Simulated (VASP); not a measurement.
Wanted: the native input for a VASP 6.6.1 run.

| Property | Result |
| --- | --- |
| Task | electric field gradients |
| Functional | PBEsol |
| Potentials or basis | VASP PAW PBE potentials, release 64 (Os) |
| Cutoff | 520 eV |
| k mesh | 14 × 14 × 14 |
| Occupations | fermi-dirac, width 0.03 eV |
| Spin | no spin polarisation |
| Dipole correction | no |
| Further INCAR settings | ALGO = Normal; EDIFF = 1e-08; NBANDS = 10 |

The structure of Os lies in POSCAR:

```
Os
1.0
    0.0000000000      1.9514618415      1.9514618415
    1.9514618415      0.0000000000      1.9514618415
    1.9514618415      1.9514618415      0.0000000000
Os
1
Direct
    0.0000000000      0.0000000000      0.0000000000
```

This isn't the form of Os at room conditions, which is hcp.

One way to write it, as run:

INCAR

```
SYSTEM = Os
  PREC = Accurate
  ENCUT = 520
  EDIFF = 1E-8
  ISMEAR = -1
  SIGMA = 0.03
  LREAL = .False.
  LASPH = .True.
  NELM = 80
  ALGO = Normal
  ISIF = 2
  LWAVE = .False.
  LCHARG = .False.
  GGA = PS
  LEFG = .True.
  NBANDS = 10
```

KPOINTS

```
regular mesh
0
Gamma
  14 14 14
  0 0 0
```

Potentials or basis: VASP PAW PBE potentials, release 64 (Os).

The run is started by

```bash
$ cat potpaw_PBE.64/Os/POTCAR > POTCAR
$ mpirun -np 1 vasp_std > vasp.out
```

Results of the run:

```json
{
 "Pressure": "-23.2 GPa",
 "Band gap on the k mesh": "zero (bands 4 and 5 overlap by 3.44 eV)",
 "Largest electric field gradient by atom": "zero within the noise of the run"
}
```

Caveat: the cell stands under tension; the PAW data sets were made with another functional, which shifts forces and pressure a little; spin-orbit coupling is left out, which moves the levels of the heavy elements.

Run time: 19 s on 1 thread of Intel Xeon 8259CL, on a shared host, peak memory 0.15 GiB.
